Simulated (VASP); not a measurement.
# BaF2: single point with PBE

Crystal: BaF2.

```xyz
3
Lattice="0.0000 3.0972 3.0972 3.0972 0.0000 3.0972 3.0972 3.0972 0.0000" Properties=species:S:1:pos:R:3 pbc="T T T"
Ba    0.0000    0.0000    0.0000
F     1.5486    1.5486    1.5486
F     4.6457    4.6457    4.6457
```

```json
{"Program": "VASP 6.6.1", "Task": "single point", "Functional": "PBE", "Potentials or basis": "VASP PAW PBE potentials, release 64 (Ba_sv, F)", "Cutoff": "600 eV", "k mesh": "6 × 6 × 6", "Occupations": "gaussian, width 0.01 eV", "Spin": "no spin polarisation", "Dipole correction": "no", "Further INCAR settings": "ALGO = Normal; EDIFF = 1e-06; NBANDS = 19"}
```

```yaml
Pressure: 2.5 GPa
Band_gap_on_the_k_mesh: 6.79 eV, indirect (least direct gap 6.86 eV)
```

Levels at points of the mesh, in eV from the valence-band top:
```tsv
k point	band 8	band 9	band 10	band 11	band 12	band 13	band 14	band 15	band 16	band 17
(0.00, 0.00, 0.00)	-1.49	-1.49	-0.07	-0.07	-0.07	6.79	9.20	9.20	11.42	11.42
(0.50, 0.00, 0.00)	-1.08	-0.66	-0.34	-0.15	-0.15	9.13	9.20	9.20	9.81	11.61
(0.50, 0.50, 0.00)	-0.35	-0.35	-0.32	-0.32	-0.12	7.26	9.03	10.69	11.98	11.98
```

Run time: 27 s on 1 thread of Intel(R) Xeon(R) Platinum 8259CL CPU @ 2.50GHz (Skylake/Cascade Lake) (shared host), peak memory 0.2 GiB.

Caveat: spin-orbit coupling is left out, which moves the levels of the heavy elements. A k mesh can miss the band edges.
